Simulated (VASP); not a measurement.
Set up this calculation in VASP 6.6.1, as the native input.

```yaml
Task: single point
Functional: PBE
Potentials_or_basis: VASP PAW PBE potentials, release 64 (Ce, O)
Cutoff: 520 eV
k_mesh: 12 × 12 × 12
Occupations: gaussian, width 0.05 eV
Spin: no spin polarisation
Dipole_correction: no
Further_INCAR_settings: ALGO = Normal; EDIFF = 1e-06; NBANDS = 19
```

The structure of CeO2 lies in POSCAR:

```
CeO2
1.0
    0.0000000000      2.7680818749      2.7680818749
    2.7680818749      0.0000000000      2.7680818749
    2.7680818749      2.7680818749      0.0000000000
Ce O
1 2
Direct
    0.0000000000      0.0000000000      0.0000000000
    0.2500000000      0.2500000000      0.2500000000
    0.7500000000      0.7500000000      0.7500000000
```

One way to write it, as run:

INCAR

```
SYSTEM = CeO2
PREC = Accurate
ENCUT = 520
EDIFF = 1E-6
ISMEAR = 0
SIGMA = 0.05
LREAL = .False.
LASPH = .True.
NELM = 60
ALGO = Normal
ISIF = 2
LWAVE = .False.
LCHARG = .False.
GGA = PE
NBANDS = 19
```

KPOINTS

```
regular mesh
0
Gamma
  12 12 12
  0 0 0
```

Potentials or basis: VASP PAW PBE potentials, release 64 (Ce, O).

Command:

```bash
$ cat potpaw_PBE.64/Ce/POTCAR potpaw_PBE.64/O/POTCAR > POTCAR
$ mpirun -np 1 vasp_std > vasp.out
```

Results of the run:

- Pressure: -6.2 GPa
- Band gap on the k mesh: 1.75 eV (least direct gap 1.84 eV)

Caveat: the cell stands under tension; spin-orbit coupling is left out, which moves the levels of the heavy elements.

Run time: 2.3 min on 1 thread of Intel Xeon 8259CL, with other jobs on the host, peak memory 0.23 GiB.
